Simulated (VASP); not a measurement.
Mo, 1 atom in the cell. The structure is tetragonal, space group I4/mmm (No. 139). The conventional cell has a = 3.091 Å, b = 3.091 Å, c = 3.246 Å, α = 90.00°, β = 90.00°, γ = 90.00°. Mo (site symmetry 4/mmm) has 14 Mo at 2.72 to 3.25 Å within 3.6 Å.  This cell differs from its parent crystal: ratio of the length along z to the lengths across it x 1.05, volume and fractional coordinates fixed.

- Program: VASP 6.6.1
- Task: single point
- Functional: PBE
- Potentials or basis: VASP PAW PBE potentials, release 64 (Mo_sv)
- Cutoff: 520 eV
- k mesh: 24 × 24 × 24
- Occupations: gaussian, width 0.15 eV
- Spin: no spin polarisation
- Dipole correction: no
- Further INCAR settings: ALGO = Fast; EDIFF = 1e-07; NBANDS = 13

Potentials or basis: VASP PAW PBE potentials, release 64 (Mo_sv).

Command:

```console
$ cat potpaw_PBE.64/Mo_sv/POTCAR > POTCAR
$ mpirun -np 1 vasp_std > vasp.out
```

Hardware: 1 thread of Intel(R) Xeon(R) 6975P-C (Granite Rapids), with other jobs on the host.

How long does it take, and how much memory?

It took 88 s on 1 thread of Intel(R) Xeon(R) 6975P-C (Granite Rapids) (shared host), peak memory 0.3 GiB. Counts: scf iterations 15, k points 1063.
